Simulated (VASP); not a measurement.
A run of VASP 6.6.1 is set up as follows.

The input POSCAR:

```
ZrH
1.0
    3.2754079781      0.0000000000      0.0000000000
    0.0000000000      3.2754079781      0.0000000000
    0.0000000000      0.0000000000      4.9525991950
Zr H
2 2
Direct
    0.0000000000      0.5000000000      0.0000000000
    0.5000000000      0.0000000000      0.5000000000
    0.0000000000      0.0000000000      0.7500000000
    0.0000000000      0.0000000000      0.2500000000
```

File INCAR.step1:

```
SYSTEM = ZrH
  PREC = Accurate
  ENCUT = 520
  ISMEAR = 0
  SIGMA = 0.1
  LREAL = .FALSE.
  LASPH = .TRUE.
  NELM = 100
  NBANDS = 21
  GGA = PE
  ALGO = Normal
  EDIFF = 1E-4
  LWAVE = .TRUE.
  LCHARG = .FALSE.
```

File INCAR.step2:

```
SYSTEM = ZrH
  PREC = Accurate
  ENCUT = 520
  EDIFF = 1E-6
  ISMEAR = 0
  SIGMA = 0.1
  LREAL = .FALSE.
  LASPH = .TRUE.
  NELM = 100
  ALGO = Normal
  ISIF = 2
  LWAVE = .FALSE.
  LCHARG = .FALSE.
  METAGGA = R2SCAN
  LMIXTAU = .TRUE.
  NBANDS = 21
  ISTART = 1
```

KPOINTS

```
regular mesh
0
G
  16 16 10
  0 0 0
```

Potentials or basis: VASP PAW PBE potentials, release 64 (Zr_sv, H).

Launch:

```bash
$ cat potpaw_PBE.64/Zr_sv/POTCAR potpaw_PBE.64/H/POTCAR > POTCAR
$ cp INCAR.step1 INCAR
$ mpirun -np 1 vasp_std > vasp.out
$ cp INCAR.step2 INCAR
$ mpirun -np 1 vasp_std > vasp.out
```

Q: Predict the band gap on the k mesh.

A: Zero (bands 13 and 14 overlap by 1.14 eV).

Q: Estimate the pressure.

A: -1.5 GPa.

Stress tensor (GPa, compression positive):
```
-1.81  0.00  0.00
 0.00 -1.81  0.00
 0.00  0.00 -0.89
```

Caveat: the cell differs from its parent crystal (biaxial strain in the a-b plane: +1.0 %); the PAW data sets were made with another functional, which shifts forces and pressure a little.
